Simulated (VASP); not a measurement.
A run of VASP 6.6.1 is set up as follows.

Contents of INCAR:

```
ALGO = Normal
EDIFF = 1E-6
ENCUT = 750
GGA = PE
GGA_COMPAT = F
ISIF = 2
ISMEAR = 0
LASPH = T
LCHARG = T
LELF = T
LMAXMIX = 6
LREAL = F
LVHAR = T
LWAVE = F
NBANDS = 26
NELM = 200
PREC = Accurate
SIGMA = 0.1
```

The input KPOINTS:

```
k-points
0
Gamma
  4 4 4
```

The input POSCAR:

```
Li4TmGe
1.0
    2.9158950235     -2.8738370058      0.0138866953
    2.9158950235      2.8738370058      0.0138866953
   -1.9753019397      0.0000000000      7.2488792899
Li Tm Ge
4 1 1
Direct
    0.4089312325      0.9355459055      0.1739068467
    0.0644540945      0.5910687675      0.8260931533
    0.5910687675      0.0644540945      0.8260931533
    0.9355459055      0.4089312325      0.1739068467
    0.0000000000      0.0000000000      0.5000000000
    0.5000000000      0.5000000000      0.5000000000
```

Potentials or basis: VASP PAW PBE potentials, release 64 (Li_sv, Tm_3, Ge_d), 4f in core.

Launch:

```bash
$ cat potpaw_PBE.64/Li_sv/POTCAR potpaw_PBE.64/Tm_3/POTCAR potpaw_PBE.64/Ge_d/POTCAR > POTCAR
$ mpirun -np 1 vasp_std > vasp.out
```

Q: What does it give for the pressure?

A: 0.1 GPa.

Q: Predict the largest force.

A: 0.010 eV/Å.

Q: What does it give for the band gap on the k mesh?

A: Zero (an odd number of electrons rules out a gap without spin polarisation).

Forces in eV/Å, atoms in the order of the input:
```
Li  -0.001 -0.009 -0.005
Li   0.001 -0.009  0.005
Li   0.001  0.009  0.005
Li  -0.001  0.009 -0.005
Tm   0.000  0.000  0.000
Ge   0.000  0.000  0.000
```

Caveat: the k points lie up to 0.39 Å⁻¹ apart, too coarse for converged energies and pressures of a metal; spin-orbit coupling is left out, which moves the levels of the heavy elements; the 4f electrons are frozen in the core, so they carry no moment and show no levels. Spin polarisation is off, so any magnetic state and its effect on volume and gap are missing.
